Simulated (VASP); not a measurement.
Ag, 2 atoms in the cell. Symmetry: I4/mmm, No. 139, tetragonal system. The conventional cell has a = 2.815 Å, b = 2.815 Å, c = 4.279 Å, α = 90.00°, β = 90.00°, γ = 90.00°. Within 3.7 Å of Ag (site symmetry 4/mmm) lie 12 Ag at 2.82 to 2.92 Å.  This cell differs from its parent crystal: biaxial strain in the a-b plane: -3.0 %, then relaxed in part.

| Quantity | Value |
| --- | --- |
| Program | VASP 6.6.1 |
| Task | single point |
| Functional | r2SCAN |
| Potentials or basis | VASP PAW PBE potentials, release 64 (Ag) |
| Cutoff | 520 eV |
| k mesh | 18 × 18 × 12 |
| Occupations | gaussian, width 0.1 eV |
| Spin | no spin polarisation |
| Dipole correction | no |
| Further INCAR settings | ALGO = Normal; EDIFF = 1e-06; NBANDS = 18 |

Potentials or basis: VASP PAW PBE potentials, release 64 (Ag).

Run with:

```console
$ cat potpaw_PBE.64/Ag/POTCAR > POTCAR
$ cp INCAR.step1 INCAR
$ mpirun -np 1 vasp_std > vasp.out
$ cp INCAR.step2 INCAR
$ mpirun -np 1 vasp_std > vasp.out
```

Hardware: 1 thread of Intel(R) Xeon(R) Platinum 8259CL CPU @ 2.50GHz (Skylake/Cascade Lake), with other jobs on the host.

**Question.** How long does it take, and how much memory?

**Answer.** It took 7.6 min on 1 thread of Intel(R) Xeon(R) Platinum 8259CL CPU @ 2.50GHz (Skylake/Cascade Lake), with other jobs on the host, peak memory 0.3 GiB. Counts: k points 385.
